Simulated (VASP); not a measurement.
# BN (I-4m2) in VASP: notebook

BN is run at these levels: PBE; tasks: single point.

All numbers are computed with VASP 6.6.1; they aren't measurements. Logs are shortened: lines on timing, memory, paths and dates and some standing lists are left out, and cuts for length are marked.

## 1. The cell of the first run

It takes space group I-4m2 (No. 119, tetragonal). The conventional cell has a = 2.878 Å, b = 2.878 Å, c = 2.878 Å, α = 90.00°, β = 90.00°, γ = 90.00°. B (site symmetry -4m2) has 4 N at 1.61 Å within 2.1 Å. Within 2.1 Å of N (site symmetry -4m2) lie 4 B at 1.61 Å.

## 2. Single point, PBE

Contents of INCAR:

```
PREC = Accurate ; ENCUT = 520
EDIFF = 1E-6 ; ISMEAR = 0
SIGMA = 0.05 ; LREAL = False
LASPH = True ; NELM = 100
ALGO = Normal ; ISIF = 2
LWAVE = False ; LCHARG = False
GGA = PE ; NBANDS = 11
```

Contents of KPOINTS:

```
regular mesh
0
Gamma
  12 12 12
```

Contents of POSCAR:

```
BN
1.0
    0.0000000000      2.0351272637      1.4388349754
    2.0351272637      0.0000000000      1.4388349754
    2.0351272637      2.0351272637      0.0000000000
B N
1 1
Direct
    0.0000000000      0.0000000000      0.0000000000
    0.7500000000      0.7500000000      0.7500000000
```

Potentials or basis: VASP PAW PBE potentials, release 64 (B, N).

Launch:

```console
$ cat potpaw_PBE.64/B/POTCAR potpaw_PBE.64/N/POTCAR > POTCAR
$ mpirun -np 1 vasp_std > vasp.out
```

OUTCAR:

```text
PREC = Accurate
   ENCUT = 520
   EDIFF = 1E-6
   ISMEAR = 0
   LREAL = False
   LASPH = True
   NELM = 100
   ISIF = 2
   GGA = PE

 ion  position               nearest neighbor table
   1  0.000  0.000  0.000-   2 1.61   2 1.61   2 1.61   2 1.61
   2  0.750  0.750  0.750-   1 1.61   1 1.61   1 1.61   1 1.61

  LATTYP: Found a body centered tetragonal cell.
 ALAT       =     2.8781045775
 C/A-ratio  =     0.9998489886

  Lattice vectors:

 A1 = (   0.0000000000,  -2.0351272637,  -1.4388349754)
 A2 = (   0.0000000000,   2.0351272637,  -1.4388349754)
 A3 = (   2.0351272637,   0.0000000000,   1.4388349754)

Analysis of symmetry for initial positions (statically):
=====================================================================
 Subroutine PRICEL returns:
 Original cell was already a primitive cell.

 Routine SETGRP: Setting up the symmetry group for a
 body centered tetragonal supercell.

 Subroutine GETGRP returns: Found  8 space group operations
 (whereof  8 operations were pure point group operations)
 out of a pool of 16 trial point group operations.

The static configuration has the point symmetry D_2d.

Analysis of symmetry for dynamics (positions and initial velocities):
=====================================================================
 Subroutine PRICEL returns:
 Original cell was already a primitive cell.

 Routine SETGRP: Setting up the symmetry group for a
 body centered tetragonal supercell.

 Subroutine GETGRP returns: Found  8 space group operations
 (whereof  8 operations were pure point group operations)
 out of a pool of 16 trial point group operations.

The dynamic configuration has the point symmetry D_2d.

 Subroutine INISYM returns: Found  8 space group operations
 (whereof  8 operations are pure point group operations),
 and found     1 'primitive' translations

----------------------------------------------------------------------------------------

                                     Primitive cell

  volume of cell :      11.9186

  direct lattice vectors                    reciprocal lattice vectors
     0.000000000  2.035127264  1.438834975    -0.245684881  0.245684881  0.347503368
     2.035127264  0.000000000  1.438834975     0.245684881 -0.245684881  0.347503368
     2.035127264  2.035127264  0.000000000     0.245684881  0.245684881 -0.347503368

  length of vectors
     2.492386219  2.492386219  2.878104577     0.491406871  0.491406871  0.491406871

  position of ions in fractional coordinates (direct lattice)
     0.000000000  0.000000000  0.000000000
     0.750000000  0.750000000  0.750000000

  ion indices of the primitive-cell ions
   primitive index   ion index
                 1           1
                 2           2

----------------------------------------------------------------------------------------

 KPOINTS: regular mesh

Automatic generation of k-mesh.
 Grid dimensions read from file:
 generate k-points for:   12   12   12

 Generating k-lattice:

  Cartesian coordinates                     Fractional coordinates (reciprocal lattice)
    -0.020473740  0.020473740  0.028958614     0.083333333  0.000000000  0.000000000
     0.020473740 -0.020473740  0.028958614     0.000000000  0.083333333  0.000000000
     0.020473740  0.020473740 -0.028958614    -0.000000000 -0.000000000  0.083333333

  Length of vectors
     0.040950573  0.040950573  0.040950573

  Shift w.r.t. Gamma in fractional coordinates (k-lattice)
     0.000000000  0.000000000  0.000000000

 Subroutine IBZKPT returns following result:
 ===========================================

 Found    163 irreducible k-points:

 Following reciprocal coordinates:
            Coordinates               Weight
  0.000000  0.000000  0.000000      1.000000
  0.083333 -0.000000  0.000000      8.000000
  0.166667  0.000000  0.000000      8.000000
  0.250000 -0.000000  0.000000      8.000000
  0.333333 -0.000000  0.000000      8.000000
  0.416667 -0.000000  0.000000      8.000000
[... 16 lines left out ...]
  0.500000  0.166667  0.000000      8.000000
 -0.416667  0.166667  0.000000      8.000000
 [... further k-points ...]
   k-points           NKPTS =    163   k-points in BZ     NKDIM =    163   number of bands    NBANDS=     11
   number of dos      NEDOS =    301   number of ions     NIONS =      2
   total plane-waves  NPLWV =   9600
   dimension x,y,z NGX =    20 NGY =   20 NGZ =   24
   dimension x,y,z NGXF=    40 NGYF=   40 NGZF=   48
   ions per type =               1   1
   NGX,Y,Z   is equivalent  to a cutoff of  13.34, 13.34, 13.86 a.u.
   NGXF,Y,Z  is equivalent  to a cutoff of  26.68, 26.68, 27.73 a.u.
 SYSTEM =  unknown system
   PREC   = accura    normal or accurate (medium, high low for compatibility)
   ISTART =      0    job   : 0-new  1-cont  2-samecut
   ICHARG =      2    charge: 1-file 2-atom 10-const
   ISPIN  =      1    spin polarized calculation?
   LNONCOLLINEAR =      F non collinear calculations
   LSORBIT =      F    spin-orbit coupling
   LASPH  =      T    aspherical Exc in radial PAW
   ENCUT  =  520.0 eV  38.22 Ry    6.18 a.u.   4.63  4.63  5.35*2*pi/ulx,y,z
   NELM   =    100;   NELMIN=  2; NELMDL= -5     # of ELM steps
   EDIFF  = 0.1E-05   stopping-criterion for ELM
   LREAL  =      F    real-space projection
   EDIFFG = 0.1E-04   stopping-criterion for IOM
   NSW    =      0    number of steps for IOM
   IBRION =     -1    ionic relax: 0-MD 1-quasi-New 2-CG
   NFREE  =      0    steps in history (QN), initial steepest desc. (CG)
   ISIF   =      2    stress and relaxation
   ISYM   =      2    0-nonsym 1-usesym 2-fastsym
   POTIM  = 0.5000    time-step for ionic-motion
   TEBEG  =    0.0;   TEEND  =   0.0 temperature during run
   PSTRESS=    0.0 pullay stress
   NELECT =       8.0000    total number of electrons
   NUPDOWN=      -1.0000    fix difference up-down
   EMIN   =  10.00;   EMAX   =-10.00  energy-range for DOS
   EFERMI =   0.00;   METHOD = LEGACY
   ISMEAR =     0;   SIGMA  =   0.05  broadening in eV -4-tet -1-fermi 0-gaus
   EFERMI_NEDOS =   21; number of points for ismear=-14 and -15
   IALGO  =     38    algorithm
   IMIX   =      4    mixing-type and parameters
     AMIX     =   0.40;   BMIX     =  1.00
     AMIX_MAG =   1.60;   BMIX_MAG =  1.00
  volume/ion in A,a.u.               =       5.96        40.22
  Fermi-wavevector in a.u.,A,eV,Ry     =   1.433387  2.708709 27.954506  2.054598
  Thomas-Fermi vector in A             =   2.552911
   LORBIT       =      0    0 simple, 1 ext, 2 COOP (PROOUT), +10 PAW based schemes
   GGA     = PE    functional components
   LHFCALC =     F    Hartree Fock is set to
   AEXX    =    0.0000 exact exchange contribution
   IVDW    =     0    specifies the selected vdW correction
   LEPSILON=     F    determine dielectric tensor
   LRPA    =     F    only Hartree local field effects (RPA)
 non-spin polarized calculation
 Gauss-broadening in eV      SIGMA  =   0.05
  energy-cutoff  :      520.00
  volume of cell :       11.92
 maximum number of plane-waves:       336
   NGX =  9   NGY =  9   NGZ = 11

 number of electron       8.0000000 magnetization

 Free energy of the ion-electron system (eV)
  ---------------------------------------------------
  ext. energy  EPLUGINS =         0.00000000
  ---------------------------------------------------
  free energy    TOTEN  =       -16.13607898 eV

  energy without entropy =      -16.13607898  energy(sigma->0) =      -16.13607898

 E-fermi :   9.2186     XC(G=0): -12.9141

 val. band max:        9.0163597981   @ k =   0.0000   0.0000   0.0000
 cond. band min:       9.7902653229   @ k =   0.5000   0.5000   0.0000
 fundamental gap:      0.7739055248
 Fermi energy:         9.2186087979

 k-point     1 :       0.0000    0.0000    0.0000
  band No.  band energies     occupation
      1     -12.6040      2.00000
      2       6.7522      2.00000
      3       6.7522      2.00000
      4       9.0164      2.00000
      5      15.7747      0.00000
      6      17.0809      0.00000
      7      18.1042      0.00000
      8      18.1042      0.00000
      9      27.3412      0.00000
     10      31.8583      0.00000
     11      31.8593      0.00000

 k-point     2 :       0.0833   -0.0000    0.0000
  band No.  band energies     occupation
      1     -12.4220      2.00000
      2       6.2751      2.00000
      3       6.4902      2.00000
      4       8.6480      2.00000
      5      15.4272      0.00000
      6      17.4465      0.00000
      7      18.0938      0.00000
      8      18.5925      0.00000
      9      27.2902      0.00000
     10      30.1044      0.00000
     11      32.8729      0.00000

 k-point     3 :       0.1667    0.0000    0.0000
  band No.  band energies     occupation
      1     -11.8822      2.00000
      2       4.7474      2.00000
      3       5.8433      2.00000
      4       8.0804      2.00000
      5      14.7176      0.00000
      6      17.8737      0.00000
      7      18.2021      0.00000
      8      19.7839      0.00000
      9      27.8991      0.00000
     10      29.4332      0.00000
     11      33.1710      0.00000

 k-point     4 :       0.2500   -0.0000    0.0000
  band No.  band energies     occupation
      1     -11.0077      2.00000
      2       2.5265      2.00000
      3       5.0805      2.00000
      4       7.6530      2.00000
      5      14.0169      0.00000
      6      17.3504      0.00000
      7      19.0474      0.00000
      8      21.2226      0.00000
      9      29.5763      0.00000
     10      29.6113      0.00000
     11      33.3751      0.00000
[... 239 lines left out ...]
 k-point    22 :       0.4167    0.1667    0.0000
  band No.  band energies     occupation
      1      -8.0085      2.00000
      2      -1.1963      2.00000
      3       2.7809      2.00000
      4       5.7263      2.00000
      5      12.7800      0.00000
      6      18.3183      0.00000
      7      18.6377      0.00000
      8      21.7414      0.00000
      9      32.2615      0.00000
     10      34.7436      0.00000
     11      34.7605      0.00000

 k-point    23 :       0.5000    0.1667    0.0000
  band No.  band energies     occupation
      1      -7.4020      2.00000
      2      -2.1273      2.00000
      3       2.6177      2.00000
      4       5.6762      2.00000
      5      13.0136      0.00000
      6      18.6175      0.00000
      7      18.9320      0.00000
      8      21.7881      0.00000
      9      30.9498      0.00000
     10      33.5783      0.00000
     11      34.9196      0.00000

 k-point    24 :      -0.4167    0.1667    0.0000
  band No.  band energies     occupation
      1      -8.0298      2.00000
      2      -1.3234      2.00000
      3       2.7806      2.00000
      4       5.6670      2.00000
      5      13.2186      0.00000
      6      18.7757      0.00000
      7      20.0613      0.00000
      8      21.4845      0.00000
      9      29.4160      0.00000
     10      32.0679      0.00000
     11      33.1900      0.00000

 [... further k-points ...]

------------------------ aborting loop because EDIFF is reached ----------------------------------------

  FORCE on cell =-STRESS in cart. coord.  units (eV):
  Direction    XX          YY          ZZ          XY          YZ          ZX
  --------------------------------------------------------------------------------------
  -------------------------------------------------------------------------------------
  Total       -3.5977228     -3.5977228      6.2328631      0.0000000     -0.0000000      0.0000000
  in kB     -483.6310282   -483.6310282    837.8649896      0.0000000     -0.0000000      0.0000000
  external PRESSURE =     -43.1323556 kB  Pullay stress =       0.0000000 kB

 VOLUME and BASIS-vectors are now :
 -----------------------------------------------------------------------------
  energy-cutoff  :      520.00
  volume of cell :       11.92
      direct lattice vectors                 reciprocal lattice vectors
     0.000000000  2.035127264  1.438834975    -0.245684881  0.245684881  0.347503368
     2.035127264  0.000000000  1.438834975     0.245684881 -0.245684881  0.347503368
     2.035127264  2.035127264  0.000000000     0.245684881  0.245684881 -0.347503368

 POSITION                                       TOTAL-FORCE (eV/Angst)
 -----------------------------------------------------------------------------------
      0.00000      0.00000      0.00000        -0.000000     -0.000000     -0.000000
      3.05269      3.05269      2.15825         0.000000      0.000000      0.000000
 -----------------------------------------------------------------------------------
    total drift:                               -0.000001     -0.000001     -0.000000

  FREE ENERGIE OF THE ION-ELECTRON SYSTEM (eV)
  ---------------------------------------------------
  free  energy   TOTEN  =       -16.1360789796 eV

  energy  without entropy=      -16.1360789796  energy(sigma->0) =      -16.13607898
```

It took 7.9 s on 1 thread of Intel Xeon 6975P-C (Granite Rapids), shared host; peak memory 0.14 GiB.

What came out:

```
Free energy            : -16.1361 eV
Pressure               : -4.3 GPa
Band gap on the k mesh : 0.77 eV, indirect (least direct gap 6.03 eV)
```

Stress tensor (GPa, compression positive):
```
-48.36   0.00   0.00
  0.00 -48.36   0.00
  0.00   0.00  83.79
```

 A k mesh can miss the band edges.

## 3. Single point, PBE

This run uses another cell than the first one, of the same volume but with other edges.

Contents of INCAR:

```
SYSTEM = BN
PREC = Accurate
ENCUT = 520
EDIFF = 1E-6
ISMEAR = 0
SIGMA = 0.05
LREAL = .False.
LASPH = .True.
NELM = 100
ALGO = Normal
ISIF = 2
LWAVE = .False.
LCHARG = .False.
GGA = PE
NBANDS = 11
```

Contents of KPOINTS:

```
regular mesh
0
Gamma
  12 12 12
  0 0 0
```

Contents of POSCAR:

```
BN
1.0
    0.0000000000      1.6152815796      2.2840081536
    1.6152815796      0.0000000000      2.2840081536
    1.6152815796      1.6152815796      0.0000000000
B N
1 1
Direct
    0.0000000000      0.0000000000      0.0000000000
    0.7500000000      0.7500000000      0.7500000000
```

Potentials or basis: VASP PAW PBE potentials, release 64 (B, N).

Launch:

```console
$ cat potpaw_PBE.64/B/POTCAR potpaw_PBE.64/N/POTCAR > POTCAR
$ mpirun -np 1 vasp_std > vasp.out
```

OUTCAR:

```text
SYSTEM = BN
   PREC = Accurate
   ENCUT = 520
   EDIFF = 1E-6
   ISMEAR = 0
   LREAL = .False.
   LASPH = .True.
   NELM = 100
   ISIF = 2
   GGA = PE

 ion  position               nearest neighbor table
   1  0.000  0.000  0.000-   2 1.62   2 1.62   2 1.62   2 1.62
   2  0.750  0.750  0.750-   1 1.62   1 1.62   1 1.62   1 1.62

  LATTYP: Found a body centered tetragonal cell.
 ALAT       =     2.2843531169
 C/A-ratio  =     1.9996979772

  Lattice vectors:

 A1 = (  -1.6152815796,   0.0000000000,   2.2840081536)
 A2 = (   1.6152815796,   0.0000000000,   2.2840081536)
 A3 = (   0.0000000000,   1.6152815796,  -2.2840081536)

Analysis of symmetry for initial positions (statically):
=====================================================================
 Subroutine PRICEL returns:
 Original cell was already a primitive cell.

 Routine SETGRP: Setting up the symmetry group for a
 body centered tetragonal supercell.

 Subroutine GETGRP returns: Found  8 space group operations
 (whereof  8 operations were pure point group operations)
 out of a pool of 16 trial point group operations.

The static configuration has the point symmetry D_2d.

Analysis of symmetry for dynamics (positions and initial velocities):
[... 164 lines left out ...]
 fundamental gap:      0.8554043443
 Fermi energy:         9.8245314942

 k-point     1 :       0.0000    0.0000    0.0000
  band No.  band energies     occupation
      1     -12.5763      2.00000
      2       4.0288      2.00000
      3       9.4354      2.00000
      4       9.4354      2.00000
      5      14.6852      0.00000
      6      16.4406      0.00000
      7      16.4406      0.00000
      8      18.8415      0.00000
      9      26.2546      0.00000
     10      29.1321      0.00000
     11      32.9150      0.00000
[... 309 lines left out ...]
 k-point    24 :      -0.4167    0.1667    0.0000
  band No.  band energies     occupation
      1      -7.7653      2.00000
      2      -2.3436      2.00000
      3       0.8734      2.00000
      4       8.6654      2.00000
      5      13.9695      0.00000
      6      20.5835      0.00000
      7      20.6386      0.00000
      8      22.7405      0.00000
      9      30.1281      0.00000
     10      31.7993      0.00000
     11      34.9047      0.00000

 [... further k-points ...]
[... 5 lines left out ...]
  --------------------------------------------------------------------------------------
  -------------------------------------------------------------------------------------
  Total        7.8603133      7.8603133    -14.7392645      0.0000000      0.0000000      0.0000000
  in kB     1056.6382068   1056.6382068  -1981.3548711      0.0000000      0.0000000      0.0000000
  external PRESSURE =      43.9738475 kB  Pullay stress =       0.0000000 kB

 VOLUME and BASIS-vectors are now :
 -----------------------------------------------------------------------------
  energy-cutoff  :      520.00
  volume of cell :       11.92
      direct lattice vectors                 reciprocal lattice vectors
     0.000000000  1.615281580  2.284008154    -0.309543553  0.309543553  0.218913404
     1.615281580  0.000000000  2.284008154     0.309543553 -0.309543553  0.218913404
     1.615281580  1.615281580  0.000000000     0.309543553  0.309543553 -0.218913404

 POSITION                                       TOTAL-FORCE (eV/Angst)
 -----------------------------------------------------------------------------------
      0.00000      0.00000      0.00000        -0.000000     -0.000000     -0.000000
      2.42292      2.42292      3.42601         0.000000      0.000000      0.000000
 -----------------------------------------------------------------------------------
    total drift:                               -0.000000     -0.000000     -0.000001

  FREE ENERGIE OF THE ION-ELECTRON SYSTEM (eV)
  ---------------------------------------------------
  free  energy   TOTEN  =       -15.0823371709 eV

  energy  without entropy=      -15.0823371709  energy(sigma->0) =      -15.08233717
```

stdout:

```text
POSCAR found type information on POSCAR B N
 POSCAR found :  2 types and       2 ions
 scaLAPACK will be used
 LDA part: xc-table for (Slater+PW92), standard interpolation
 POSCAR, INCAR and KPOINTS ok, starting setup
 FFT: planning ... GRIDC
 FFT: planning ... GRID_SOFT
 FFT: planning ... GRID
 WAVECAR not read
 entering main loop
```

Run time: 6.2 s. Hardware: 1 thread of Intel Xeon 6975P-C (Granite Rapids), shared host; peak memory 0.14 GiB.

Results:

```
Free energy            : -15.0823 eV
Pressure               : 4.4 GPa
Band gap on the k mesh : 0.86 eV, indirect (least direct gap 2.07 eV)
```

Stress tensor (GPa, compression positive):
```
 105.66    0.00    0.00
   0.00  105.66    0.00
   0.00    0.00 -198.14
```

 A k mesh can miss the band edges.

[end of part 1 of 3]
